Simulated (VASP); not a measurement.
Wanted: the native input for a VASP 6.6.1 run.

```yaml
Task: single point
Functional: PBE
Dispersion: D4
Potentials_or_basis: VASP PAW PBE potentials, release 64 (Hf_pv, C)
Cutoff: 520 eV
k_mesh: 8 × 8 × 8
Occupations: gaussian, width 0.05 eV
Spin: no spin polarisation
Dipole_correction: no
Further_INCAR_settings: ALGO = Normal; EDIFF = 1e-06; NBANDS = 14
```

The structure of HfC lies in POSCAR:

```
HfC
1.0
    0.0000000000      2.3250013489      2.3250013489
    2.3250013489      0.0000000000      2.3250013489
    2.3250013489      2.3250013489      0.0000000000
Hf C
1 1
Direct
    0.5000000000      0.5000000000      0.5000000000
    0.0000000000      0.0000000000      0.0000000000
```

One way to write it, as run:

INCAR

```
SYSTEM = HfC
PREC = Accurate
ENCUT = 520
EDIFF = 1E-6
ISMEAR = 0
SIGMA = 0.05
LREAL = .FALSE.
LASPH = .TRUE.
NELM = 80
ALGO = Normal
ISIF = 2
LWAVE = .FALSE.
LCHARG = .TRUE.
GGA = PE
IVDW = 13
LELF = .TRUE.
LVHAR = .TRUE.
NBANDS = 14
```

KPOINTS

```
Automatic mesh
0
G
  8 8 8
  0 0 0
```

Potentials or basis: VASP PAW PBE potentials, release 64 (Hf_pv, C).

The run is started by

```console
$ cat potpaw_PBE.64/Hf_pv/POTCAR potpaw_PBE.64/C/POTCAR > POTCAR
$ mpirun -np 1 vasp_std > vasp.out
```

It gave:

```json
{"Pressure": "-3.9 GPa", "Band gap on the k mesh": "zero (band 7 reaches 6.96 eV, above the bottom of band 8 at 5.53 eV)", "Dispersion energy per atom": "-0.250 eV"}
```

Caveat: spin-orbit coupling is left out, which moves the levels of the heavy elements; pairwise dispersion overbinds metals, which lowers pressure and volume.

Wall time 7.6 s on 1 thread of Intel Xeon 6975P-C, with other jobs on the host, peak memory 0.14 GiB.
